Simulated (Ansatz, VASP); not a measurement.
## SrTiO3: VASP beside Ansatz

```xyz
10
Lattice="-2.7555 2.7555 3.8980 2.7555 -2.7555 3.8980 2.7555 2.7555 -3.8980" Properties=species:S:1:pos:R:3 pbc="T T T"
Sr    0.0000    2.7555    1.9490
Sr    2.7555    0.0000    1.9490
Ti    0.0000    0.0000    0.0000
Ti    0.0000    0.0000    3.8980
O     0.0000    0.0000    1.9490
O     0.0000    0.0000    5.8470
O     1.3507    4.1062    0.0000
O     1.4048    1.3507    0.0000
O     1.4048   -1.3507    3.8980
O     1.3507    1.4048    3.8980
```

Alike in both runs: task single point; functional PBE; k mesh 6 × 6 × 6; occupations gaussian, width 0.05 eV; no spin polarisation; Hubbard terms Ti d U = 4.0 eV.

|  | VASP | Ansatz |
| --- | --- | --- |
| version | VASP 6.6.1 | Ansatz 0.2.0 |
| potentials or method | VASP PAW PBE potentials, release 64 (Sr_sv, Ti_sv, O), cutoff 520 eV | scalar-relativistic, plane waves, PAW |
| valence electrons in the cell | 80 | 80 |

```csv
,VASP,Ansatz,Ansatz less VASP
gap on the k mesh at the Fermi level (eV),2.40,2.39,-0.006
pressure (GPa),10.0,7.0,-3.06
rms of the force components (eV/Å),0.010,0.009,-0.0011
```

The programs project onto different local orbitals, so the same U acts differently, and such runs can settle in different states. Atom by atom the forces differ by 0.001 eV/Å (rms over components).
